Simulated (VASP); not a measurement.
Crystal: BaTiO3.

```
CELL_PARAMETERS angstrom
4.00600 0.00000 0.00000
0.00000 4.00600 0.00000
0.00000 0.00000 4.00600
ATOMIC_POSITIONS crystal
Ba 0.50000 0.50000 0.50000
Ti 0.00000 0.00000 0.00000
O 0.00000 0.00000 0.50000
O 0.00000 0.50000 0.00000
O 0.50000 0.00000 0.00000
```

| Property | Result |
| --- | --- |
| Program | VASP 6.6.1 |
| Task | relaxation of cell and atoms |
| Functional | PBE |
| Potentials or basis | VASP PAW PBE potentials, release 64 (Ba_sv, Ti_sv, O) |
| Cutoff | 600 eV |
| k mesh | 7 × 7 × 7 |
| Occupations | fermi-dirac, width 0.05 eV |
| Spin | no spin polarisation |

At the start: pressure 3.3 GPa; volume 12.86 Å³/atom.

Where does the relaxation end?

Over 3 steps the energy falls by 2.5 meV/atom and the volume is 13.11 Å³/atom (+2.0 %); space group Pm-3m (No. 221, to 0.05 Å).

Step by step:
| step | energy change (eV) | largest force (eV/Å) | pressure (GPa) | volume (Å³) |
| --- | --- | --- | --- | --- |
| 1 | 0.0000 | 0.0000 | 3.26 | 64.29 |
| 2 | -0.0017 | 0.0000 | -2.82 | 66.75 |
| 3 | -0.0125 | 0.0000 | 0.00 | 65.55 |

Final structure:
```
Ba Ti O
1.0
     4.03197    0.00000    0.00000
     0.00000    4.03197    0.00000
     0.00000    0.00000    4.03197
Ba Ti O
1 1 3
Direct
  0.50000 0.50000 0.50000
  0.00000 0.00000 0.00000
  0.00000 0.00000 0.50000
  0.00000 0.50000 0.00000
  0.50000 0.00000 0.00000
```
